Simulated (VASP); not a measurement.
# Rb3Sr in VASP: notebook, part 2 of 2

VASP 6.6.1. The steps go on from the part before.

## (4) Single point, PBE

INCAR

```
PREC     = Accurate       # precision mode
ENCUT    = 520            # plane-wave cutoff, eV
EDIFF    = 1E-7           # SCF threshold, eV
ISMEAR   = 0              # smearing method
SIGMA    = 0.05           # smearing width, eV
LREAL    = False          # projectors in reciprocal space
LASPH    = True           # aspherical terms in the spheres
NELM     = 60             # most SCF steps
ALGO     = Fast           # electronic algorithm
ISIF     = 2              # what is computed and relaxed
LWAVE    = False          # write WAVECAR
LCHARG   = True           # write CHGCAR
GGA      = PE             # functional
LELF     = True           # ELF
LVHAR    = True         
NBANDS   = 26             # bands
```

KPOINTS

```
regular mesh
0
Gamma
  3 3 4
```

POSCAR

```
Rb3Sr
1.0
   -3.4117710000      3.4117710000      6.9324600000
    3.4117710000     -3.4117710000      6.9324600000
    3.4117710000      3.4117710000     -6.9324600000
Sr Rb
1 3
Direct
    0.0042460000      0.0041300000      0.0073340000
    0.4967860000      0.4913260000     -0.0091390000
    0.2603630000      0.7496880000      0.5088580000
    0.7544540000      0.2559210000      0.5115430000
```

Potentials or basis: VASP PAW PBE potentials, release 64 (Sr_sv, Rb_sv).

Run with:

```bash
$ cat potpaw_PBE.64/Sr_sv/POTCAR potpaw_PBE.64/Rb_sv/POTCAR > POTCAR
$ mpirun -np 1 vasp_std > vasp.out
```

OUTCAR:

```text
PREC = Accurate
   ENCUT = 520
   EDIFF = 1E-7
   ISMEAR = 0
   LREAL = False
   LASPH = True
   NELM = 60
   ISIF = 2
   GGA = PE

 ion  position               nearest neighbor table
   1  0.004  0.004  0.007-   2 4.75   2 4.80   3 4.83   3 4.84   4 4.85   2 4.85   4 4.86   4 4.86
                             3 4.89   4 4.89   3 4.89   2 4.90
   2  0.497  0.491  0.991-   1 4.75   1 4.80   4 4.81   3 4.81   4 4.82   3 4.83   1 4.85   3 4.88
                             4 4.89   1 4.90   4 4.94   3 4.94
   3  0.260  0.750  0.509-   4 4.77   4 4.81   2 4.81   2 4.83   1 4.83   4 4.84   1 4.84   2 4.88
                             4 4.88   1 4.89   1 4.89   2 4.94
   4  0.754  0.256  0.512-   3 4.77   2 4.81   3 4.81   2 4.82   3 4.84   1 4.85   1 4.86   1 4.86
                             3 4.88   1 4.89   2 4.89   2 4.94

  LATTYP: Found a body centered tetragonal cell.
 ALAT       =     6.8235420000
 C/A-ratio  =     2.0319241825

  Lattice vectors:

 A1 = (  -3.4117710000,   3.4117710000,   6.9324600000)
 A2 = (   3.4117710000,  -3.4117710000,   6.9324600000)
 A3 = (   3.4117710000,   3.4117710000,  -6.9324600000)

Analysis of symmetry for initial positions (statically):
=====================================================================
[... 196 lines left out ...]
 cond. band min:       0.3362696980   @ k =   0.0000   0.3333   0.5000
 fundamental gap:      0.0154450155
 Fermi energy:         0.3311718309

 k-point     1 :       0.0000    0.0000    0.0000
  band No.  band energies     occupation
      1     -37.4639      2.00000
      2     -28.3495      2.00000
      3     -28.3427      2.00000
      4     -28.3395      2.00000
      5     -19.4051      2.00000
      6     -19.3972      2.00000
[... 540 lines left out ...]
     25       1.7199      0.00000
     26       2.5107      0.00000

------------------------ aborting loop because EDIFF is reached ----------------------------------------

  FORCE on cell =-STRESS in cart. coord.  units (eV):
  Direction    XX          YY          ZZ          XY          YZ          ZX
  --------------------------------------------------------------------------------------
  -------------------------------------------------------------------------------------
  Total        0.0023626      0.0121897     -0.1902541     -0.0663886     -0.0574030     -0.0573333
  in kB        0.0117272      0.0605055     -0.9443600     -0.3295314     -0.2849301     -0.2845841
  external PRESSURE =      -0.2907091 kB  Pullay stress =       0.0000000 kB

 VOLUME and BASIS-vectors are now :
 -----------------------------------------------------------------------------
  energy-cutoff  :      520.00
  volume of cell :      322.78
      direct lattice vectors                 reciprocal lattice vectors
    -3.411771000  3.411771000  6.932460000     0.000000000  0.146551454  0.072124470
     3.411771000 -3.411771000  6.932460000     0.146551454  0.000000000  0.072124470
     3.411771000  3.411771000 -6.932460000     0.146551454  0.146551454  0.000000000

 POSITION                                       TOTAL-FORCE (eV/Angst)
 -----------------------------------------------------------------------------------
      0.02463      0.02542      0.00722        -0.024922     -0.004451     -0.001834
      3.36196      3.39922     -0.01906         0.038591      0.025787      0.006519
      3.40557      0.06664      3.47450         0.019127     -0.029435     -0.006102
      0.04439      3.44615      3.45813        -0.032796      0.008100      0.001418
 -----------------------------------------------------------------------------------
    total drift:                                0.000032     -0.000001      0.000025

  FREE ENERGIE OF THE ION-ELECTRON SYSTEM (eV)
  ---------------------------------------------------
  free  energy   TOTEN  =        -3.9092914644 eV

  energy  without entropy=       -3.9005433289  energy(sigma->0) =       -3.90491740
```

stdout:

```text
POSCAR found type information on POSCAR SrRb
[... 66 lines left out ...]
 num prob  num prob  num prob  num prob  num prob  num prob RMM:  34    -0.390929089169E+01   -0.17348E-06   -0.18794E-06   700   0.224E-03    0.601E-03
 num prob  num prob  num prob  num prob RMM:  35    -0.390929103557E+01   -0.14388E-06   -0.15738E-06   708   0.212E-03    0.621E-03
 num prob  num prob  num prob  num prob  num prob  num prob  num prob RMM:  36    -0.390929116657E+01   -0.13100E-06   -0.14368E-06   695   0.200E-03    0.640E-03
 num prob  num prob  num prob  num prob  num prob  num prob RMM:  37    -0.390929127785E+01   -0.11128E-06   -0.12067E-06   697   0.190E-03    0.654E-03
 num prob  num prob  num prob  num prob  num prob RMM:  38    -0.390929137916E+01   -0.10130E-06   -0.11046E-06   694   0.181E-03    0.671E-03
 num prob  num prob  num prob  num prob  num prob  num prob  num prob RMM:  39    -0.390929146440E+01   -0.85249E-07   -0.93013E-07   694   0.172E-03
```

It took 7.8 min on 1 thread of AMD EPYC 9R45 (Zen 5), shared host; peak memory 0.61 GiB.

What came out:

```
Free energy   : -3.9093 eV
Pressure      : 0.0 GPa
Largest force : 0.047 eV/Å
```

Forces on the atoms (eV/Å):
```
Sr  -0.025 -0.004 -0.002
Rb   0.039  0.026  0.007
Rb   0.019 -0.029 -0.006
Rb  -0.033  0.008  0.001
```

## (5) Single point, LDA

INCAR

```
SYSTEM = Rb3Sr
PREC = Accurate ; ENCUT = 520
EDIFF = 1E-6 ; ISMEAR = 1
SIGMA = 0.05 ; LREAL = .False.
LASPH = .True. ; NELM = 100
ALGO = Fast ; ISIF = 2
LWAVE = .False. ; LCHARG = .True.
GGA = CA ; LELF = .True.
LVHAR = .True. ; NBANDS = 26
```

KPOINTS

```
Automatic mesh
0
Gamma
  3 3 4
  0 0 0
```

POSCAR is that of step 4.

Potentials or basis: VASP PAW LDA potentials, release 64 (Sr_sv, Rb_sv).

Run with:

```bash
$ cat potpaw_LDA.64/Sr_sv/POTCAR potpaw_LDA.64/Rb_sv/POTCAR > POTCAR
$ mpirun -np 1 vasp_std > vasp.out
```

It took 6.3 min on 1 thread of AMD EPYC 9R45 (Zen 5), shared host; peak memory 0.45 GiB.

It converged, with:

```
Free energy   : -4.4257 eV
Pressure      : -0.6 GPa
Largest force : 0.037 eV/Å
```

Forces in eV/Å, atoms in the order of the input:
```
Sr  -0.019 -0.003 -0.001
Rb   0.031  0.021  0.005
Rb   0.017 -0.026 -0.005
Rb  -0.029  0.008  0.001
```

Stress tensor (GPa, compression positive):
```
-0.56 -0.02 -0.02
-0.02 -0.56 -0.01
-0.02 -0.01 -0.64
```

Levels at points of the mesh, in eV from the Fermi level:
```csv
k point,band 16,band 17,band 18,band 19,band 20,band 21
"(0.00, 0.00, 0.00)",-12.67,-2.48,0.20,0.60,0.84,1.03
"(0.00, 0.00, 0.50)",-12.67,-1.08,-0.48,-0.20,-0.09,0.41
```

## (6) Single point, LDA

INCAR

```
PREC = Accurate
ENCUT = 520
EDIFF = 1E-6
ISMEAR = 1
SIGMA = 0.05
LREAL = False
LASPH = True
NELM = 80
ALGO = Fast
ISIF = 2
LWAVE = False
LCHARG = False
GGA = CA
NBANDS = 26
```

KPOINTS

```
Automatic mesh
0
Gamma
  3 3 4
```

POSCAR is that of step 5.

Potentials or basis: VASP PAW LDA potentials, release 64 (Sr_sv, Rb_sv).

Run with:

```bash
$ cat potpaw_LDA.64/Sr_sv/POTCAR potpaw_LDA.64/Rb_sv/POTCAR > POTCAR
$ mpirun -np 1 vasp_std > vasp.out
```

Run time: 5.2 min. Hardware: 1 thread of AMD EPYC 9R45 (Zen 5), shared host; peak memory 0.45 GiB.

Results (log left out):

```yaml
Free_energy: -4.4257 eV
Pressure: -0.6 GPa
Largest_force: 0.037 eV/Å
```

Forces in eV/Å, atoms in the order of the input:
```
Sr  -0.019 -0.003 -0.001
Rb   0.031  0.021  0.005
Rb   0.017 -0.026 -0.005
Rb  -0.029  0.008  0.001
```

Stress tensor (GPa, compression positive):
```
-0.56 -0.02 -0.02
-0.02 -0.56 -0.01
-0.02 -0.01 -0.64
```

Levels at points of the mesh, in eV from the Fermi level:
| k point | band 15 | band 16 | band 17 | band 18 | band 19 | band 20 | band 21 | band 22 |
| --- | --- | --- | --- | --- | --- | --- | --- | --- |
| (0.00, 0.00, 0.00) | -12.67 | -12.67 | -2.48 | 0.20 | 0.60 | 0.84 | 1.03 | 1.05 |
| (0.00, 0.00, 0.50) | -12.67 | -12.67 | -1.08 | -0.48 | -0.20 | -0.09 | 0.41 | 0.58 |

## (7) Single point, LDA

INCAR

```
SYSTEM = Rb3Sr
PREC = Accurate ; ENCUT = 520
EDIFF = 1E-6 ; ISMEAR = 1
SIGMA = 0.05 ; LREAL = .FALSE.
LASPH = .TRUE. ; NELM = 100
ALGO = Fast ; ISIF = 2
LWAVE = .FALSE. ; LCHARG = .TRUE.
LELF = .TRUE. ; LVHAR = .TRUE.
NBANDS = 26
```

KPOINTS

```
Automatic mesh
0
G
  3 3 4
  0 0 0
```

POSCAR is that of step 6.

Potentials or basis: VASP PAW LDA potentials, release 64 (Sr_sv, Rb_sv).

Run with:

```bash
$ cat potpaw_LDA.64/Sr_sv/POTCAR potpaw_LDA.64/Rb_sv/POTCAR > POTCAR
$ mpirun -np 1 vasp_std > vasp.out
```

OUTCAR:

```text
SYSTEM = Rb3Sr
   PREC = Accurate
   ENCUT = 520
   EDIFF = 1E-6
   ISMEAR = 1
   LREAL = .FALSE.
   LASPH = .TRUE.
   NELM = 100
   ISIF = 2

 ion  position               nearest neighbor table
   1  0.004  0.004  0.007-   2 4.75   2 4.80   3 4.83   3 4.84   4 4.85   2 4.85   4 4.86   4 4.86
                             3 4.89   4 4.89   3 4.89   2 4.90
   2  0.497  0.491  0.991-   1 4.75   1 4.80   4 4.81   3 4.81   4 4.82   3 4.83   1 4.85   3 4.88
                             4 4.89   1 4.90   4 4.94   3 4.94
   3  0.260  0.750  0.509-   4 4.77   4 4.81   2 4.81   2 4.83   1 4.83   4 4.84   1 4.84   2 4.88
                             4 4.88   1 4.89   1 4.89   2 4.94
   4  0.754  0.256  0.512-   3 4.77   2 4.81   3 4.81   2 4.82   3 4.84   1 4.85   1 4.86   1 4.86
                             3 4.88   1 4.89   2 4.89   2 4.94

  LATTYP: Found a body centered tetragonal cell.
 ALAT       =     6.8235420000
 C/A-ratio  =     2.0319241825

  Lattice vectors:

 A1 = (  -3.4117710000,   3.4117710000,   6.9324600000)
 A2 = (   3.4117710000,  -3.4117710000,   6.9324600000)
 A3 = (   3.4117710000,   3.4117710000,  -6.9324600000)

Analysis of symmetry for initial positions (statically):
=====================================================================
 Subroutine PRICEL returns:
 Original cell was already a primitive cell.

 Routine SETGRP: Setting up the symmetry group for a
 body centered tetragonal supercell.

 Subroutine GETGRP returns: Found  1 space group operations
 (whereof  1 operations were pure point group operations)
 out of a pool of 16 trial point group operations.

The static configuration has the point symmetry C_1 .

Analysis of symmetry for dynamics (positions and initial velocities):
=====================================================================
 Subroutine PRICEL returns:
 Original cell was already a primitive cell.

 Routine SETGRP: Setting up the symmetry group for a
 body centered tetragonal supercell.

[... 143 lines left out ...]
     AMIX     =   0.40;   BMIX     =  1.00
     AMIX_MAG =   1.60;   BMIX_MAG =  1.00
  volume/ion in A,a.u.               =      80.70       544.56
  Fermi-wavevector in a.u.,A,eV,Ry     =   0.795255  1.502814  8.604738  0.632430
  Thomas-Fermi vector in A             =   1.901547
   LORBIT       =      0    0 simple, 1 ext, 2 COOP (PROOUT), +10 PAW based schemes
   GGA     = CA    functional components
   LHFCALC =     F    Hartree Fock is set to
   AEXX    =    0.0000 exact exchange contribution
   IVDW    =     0    specifies the selected vdW correction
   LEPSILON=     F    determine dielectric tensor
   LRPA    =     F    only Hartree local field effects (RPA)
 non-spin polarized calculation
 RMM-DIIS sequential band-by-band and
 Methfessel and Paxton  Order N= 1 SIGMA  =   0.05
  energy-cutoff  :      520.00
  volume of cell :      322.78
 maximum number of plane-waves:      8713
   NGX = 31   NGY = 31   NGZ = 31

 number of electron      37.0000000 magnetization

 Free energy of the ion-electron system (eV)
  ---------------------------------------------------
  ext. energy  EPLUGINS =         0.00000000
  ---------------------------------------------------
  free energy    TOTEN  =        -4.42573835 eV

  energy without entropy =       -4.42321319  energy(sigma->0) =       -4.42489663

 E-fermi :   0.1116     XC(G=0):  -6.1064

 val. band max:        0.1019236959   @ k =  -0.3333   0.3333   0.5000
 cond. band min:       0.1180789216   @ k =   0.0000   0.3333   0.5000
 fundamental gap:      0.0161552256
 Fermi energy:         0.1115520598

 k-point     1 :       0.0000    0.0000    0.0000
  band No.  band energies     occupation
      1     -37.4886      2.00000
      2     -28.4551      2.00000
      3     -28.4484      2.00000
      4     -28.4467      2.00000
      5     -19.5265      2.00000
      6     -19.5209      2.00000
[... 540 lines left out ...]
     25       1.5094      0.00000
     26       2.2611      0.00000

------------------------ aborting loop because EDIFF is reached ----------------------------------------

  FORCE on cell =-STRESS in cart. coord.  units (eV):
  Direction    XX          YY          ZZ          XY          YZ          ZX
  --------------------------------------------------------------------------------------
  -------------------------------------------------------------------------------------
  Total       -1.1336682     -1.1249781     -1.2899728     -0.0444899     -0.0290023     -0.0313326
  in kB       -5.6271620     -5.5840272     -6.4030075     -0.2208334     -0.1439579     -0.1555250
  external PRESSURE =      -5.8713989 kB  Pullay stress =       0.0000000 kB

 VOLUME and BASIS-vectors are now :
 -----------------------------------------------------------------------------
  energy-cutoff  :      520.00
  volume of cell :      322.78
      direct lattice vectors                 reciprocal lattice vectors
    -3.411771000  3.411771000  6.932460000     0.000000000  0.146551454  0.072124470
     3.411771000 -3.411771000  6.932460000     0.146551454  0.000000000  0.072124470
     3.411771000  3.411771000 -6.932460000     0.146551454  0.146551454  0.000000000

 POSITION                                       TOTAL-FORCE (eV/Angst)
 -----------------------------------------------------------------------------------
      0.02463      0.02542      0.00722        -0.019166     -0.002820     -0.001201
      3.36196      3.39922     -0.01906         0.030518      0.020714      0.005109
      3.40557      0.06664      3.47450         0.017373     -0.026083     -0.004993
      0.04439      3.44615      3.45813        -0.028725      0.008189      0.001085
 -----------------------------------------------------------------------------------
    total drift:                                0.000064      0.000002      0.000040

  FREE ENERGIE OF THE ION-ELECTRON SYSTEM (eV)
  ---------------------------------------------------
  free  energy   TOTEN  =        -4.4257383519 eV

  energy  without entropy=       -4.4232131930  energy(sigma->0) =       -4.42489663
```

OSZICAR:

```text
N       E                     dE             d eps       ncg     rms          rms(c)
DAV:   1     0.259448554091E+03    0.25945E+03   -0.14444E+04   988   0.111E+03
DAV:   2     0.226155356858E+02   -0.23683E+03   -0.23382E+03  1346   0.245E+02
DAV:   3    -0.348712109892E+01   -0.26103E+02   -0.25996E+02  1572   0.698E+01
DAV:   4    -0.438224527807E+01   -0.89512E+00   -0.89390E+00  1276   0.139E+01
[... 18 lines left out ...]
RMM:  23    -0.442573362252E+01   -0.14762E-05   -0.15882E-05   757   0.680E-03    0.661E-03
RMM:  24    -0.442573522814E+01   -0.16056E-05   -0.17358E-05   736   0.637E-03    0.659E-03
RMM:  25    -0.442573632460E+01   -0.10965E-05   -0.11992E-05   727   0.597E-03    0.700E-03
RMM:  26    -0.442573753253E+01   -0.12079E-05   -0.12976E-05   702   0.563E-03    0.754E-03
RMM:  27    -0.442573835189E+01   -0.81937E-06   -0.90082E-06   695   0.532E-03
   1 F= -.44257384E+01 E0= -.44248966E+01  d E =-.252516E-02
```

Wall time 5.7 min (1 thread of AMD EPYC 9R45 (Zen 5), shared host); peak memory 0.45 GiB.

What came out:

```
Free energy   : -4.4257 eV
Pressure      : -0.6 GPa
Largest force : 0.037 eV/Å
```

Forces in eV/Å, atoms in the order of the input:
```
Sr  -0.019 -0.003 -0.001
Rb   0.031  0.021  0.005
Rb   0.017 -0.026 -0.005
Rb  -0.029  0.008  0.001
```

## (8) Overview

```tsv
level	potentials or basis	k mesh	smearing	further INCAR settings	gap on the mesh (eV)	pressure (GPa)	largest force (eV/Å)
PBEsol	VASP PAW PBE potentials, release 64 (Sr_sv, Rb_sv)	5 × 5 × 5	fermi-dirac 0.1 eV	ALGO = Fast; EDIFF = 1e-06; NBANDS = 26	none	-0.3	-
PBE	VASP PAW PBE potentials, release 64 (Sr_sv, Rb_sv)	3 × 3 × 4	gaussian 0.05 eV	ALGO = Fast; EDIFF = 1e-07; NBANDS = 26	none	0.0	0.05
LDA	VASP PAW LDA potentials, release 64 (Sr_sv, Rb_sv)	3 × 3 × 4	methfessel-paxton 0.05 eV	ALGO = Fast; EDIFF = 1e-06; NBANDS = 26	none	-0.6	0.04
```

Some of these runs hold the atoms at other places in the same cell, which the table doesn't show; runs alike in all that it shows share one row.

Alike in all rows: task single point; no spin polarisation; cell as given; cutoff (eV) 520.

Caveats: the PAW data sets were made with another functional, which shifts forces and pressure a little (some runs).

Absolute energies hang on the potentials; compare differences alone.
